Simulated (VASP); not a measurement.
Here is a VASP 6.6.1 calculation.

POSCAR

```
LiCl
1.0
    0.0000000000      2.7330425368      2.7330425368
    2.8150338129      0.0000000000      2.7330425368
    2.8150338129      2.7330425368      0.0000000000
Li Cl
1 1
Direct
    0.0000000000      0.0000000000      0.0000000000
    0.2500000000      0.2500000000      0.2500000000
```

INCAR.step1

```
ALGO     = Normal         # electronic algorithm
EDIFF    = 1E-4           # SCF threshold, eV
ENCUT    = 520            # plane-wave cutoff, eV
GGA      = PE             # functional
ISMEAR   = 0              # smearing method
LASPH    = T              # aspherical terms in the spheres
LCHARG   = F              # write CHGCAR
LREAL    = F              # projectors in reciprocal space
LWAVE    = T              # write WAVECAR
NBANDS   = 12             # bands
NELM     = 60             # most SCF steps
PREC     = Accurate       # precision mode
SIGMA    = 0.01           # smearing width, eV
```

The input INCAR.step2:

```
ALGO     = Normal         # electronic algorithm
EDIFF    = 1E-6           # SCF threshold, eV
ENCUT    = 520            # plane-wave cutoff, eV
ISIF     = 2              # what is computed and relaxed
ISMEAR   = 0              # smearing method
ISTART   = 1            
LASPH    = T              # aspherical terms in the spheres
LCHARG   = F              # write CHGCAR
LMIXTAU  = T            
LREAL    = F              # projectors in reciprocal space
LWAVE    = F              # write WAVECAR
METAGGA  = R2SCAN         # meta-GGA
NBANDS   = 12             # bands
NELM     = 60             # most SCF steps
PREC     = Accurate       # precision mode
SIGMA    = 0.01           # smearing width, eV
```

Contents of KPOINTS:

```
k-points
0
Gamma
  8 8 8
```

Potentials or basis: VASP PAW PBE potentials, release 64 (Li_sv, Cl).

Command:

```console
$ cat potpaw_PBE.64/Li_sv/POTCAR potpaw_PBE.64/Cl/POTCAR > POTCAR
$ cp INCAR.step1 INCAR
$ mpirun -np 1 vasp_std > vasp.out
$ cp INCAR.step2 INCAR
$ mpirun -np 1 vasp_std > vasp.out
```

(1) Predict the band gap on the k mesh.

Results:

(1) 6.64 eV, direct.

Caveat: the cell differs from its parent crystal (uniaxial x strain +3.0%).
